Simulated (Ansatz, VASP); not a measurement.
## Sb2PbO in VASP and in Ansatz

INCAR

```
SYSTEM = Sb2PbO
PREC = Accurate
ENCUT = 600
EDIFF = 1E-6
ISMEAR = 0
SIGMA = 0.1
LREAL = .False.
LASPH = .True.
NELM = 80
ALGO = Normal
ISIF = 3
LWAVE = .False.
LCHARG = .False.
GGA = PE
IBRION = 2
NSW = 90
EDIFFG = -0.04
```

The input KPOINTS:

```
regular mesh
0
Gamma
  6 6 4
  0 0 0
```

Contents of POSCAR:

```
Sb2PbO
1.0
    5.4341670800      0.0000000000      0.0000000000
   -2.7170835400      4.7061267400      0.0000000000
    0.0000000000      0.0000000000      4.4564279800
Sb Pb O
2 1 1
Direct
    0.3333333300      0.6666666700      0.5000000000
    0.6666666700      0.3333333300      0.5000000000
    0.0000000000      0.0000000000      0.0000000000
    0.0000000000      0.0000000000      0.5000000000
```

Input for Ansatz:

```yaml
crystal:
  lattice:
    - [5.43416708, 0.0, 0.0]
    - [-2.71708354, 4.70612674, 0.0]
    - [0.0, 0.0, 4.45642798]
  atoms:
    - { symbol: Sb, position: [0.33333333, 0.66666667, 0.5] }
    - { symbol: Sb, position: [0.66666667, 0.33333333, 0.5] }
    - { symbol: Pb, position: [0.0, 0.0, 0.0] }
    - { symbol: O, position: [0.0, 0.0, 0.5] }
basis:
  ecutwfc: 420
kpoints:
  mp_grid: { grid: [6, 6, 4] }
hamiltonian:
  xc: pbe
scf:
  occupations: { method: gaussian, width: 0.1 }
  lower_state_search: "off"
output:
  forces: true
  stress: true
  eigenvalues: true
relax:
  adjacent_minimum: "off"
  f_tol: 0.04
  max_steps: 70
  cell: { stress_tol: 0.4 }
```

Alike in both runs: task relaxation of cell and atoms; functional PBE; k mesh 6 × 6 × 4; occupations gaussian, width 0.1 eV; no spin polarisation.

|  | VASP | Ansatz |
| --- | --- | --- |
| version | VASP 6.6.1 | Ansatz 0.2.0 |
| potentials or method | VASP PAW PBE potentials, release 64 (Sb, Pb_d, O), cutoff 600 eV | scalar-relativistic, plane waves, PAW |
| valence electrons in the cell | 30 | 50 |

```csv
,VASP,Ansatz,Ansatz less VASP
"gap on the k mesh at the Fermi level, each at its own relaxed structure (eV)",none,none,-
relaxed volume (Å³/atom),26.53,26.56,+0.032
relaxed cell length with the largest relative difference (Å),4.804,4.797,-0.0066
```

A gap of «none» marks a metal or a gap that the smearing closes. VASP's potentials hold 30 valence electrons a cell and Ansatz's 50, so a difference there can come from the potentials and not from the codes.

Spin-orbit coupling is off throughout.
